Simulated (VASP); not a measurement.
## W: single point with PBE

The system is W.

```
W
1.0
    -1.56815    1.56815    1.56815
     1.56815   -1.56815    1.56815
     1.56815    1.56815   -1.56815
W
1
Direct
  0.00000 0.00000 0.00000
```

```
Program                : VASP 6.6.1
Task                   : single point
Functional             : PBE
Potentials or basis    : VASP PAW PBE potentials, release 64 (W_sv)
Cutoff                 : 520 eV
k mesh                 : 13 × 13 × 13
Occupations            : fermi-dirac, width 0.1 eV
Spin                   : no spin polarisation
Dipole correction      : no
Further INCAR settings : ALGO = Normal; EDIFF = 1e-06; NBANDS = 13
```

| Property | Result |
| --- | --- |
| Pressure | 15.5 GPa |
| Band gap on the k mesh | zero (band 7 reaches 16.52 eV, above the bottom of band 8 at 10.57 eV) |

Levels at points of the mesh, in eV from the Fermi level:
```
           k point  band 5  band 6  band 7  band 8  band 9  band 10
(0.00, 0.00, 0.00)   -9.82   -1.30   -1.30   -1.30    2.30     2.30
```

Run time: 5.2 s on 1 thread of Intel(R) Xeon(R) 6975P-C (Granite Rapids), with other jobs on the host, peak memory 0.13 GiB.

Caveat: spin-orbit coupling is left out, which moves the levels of the heavy elements.
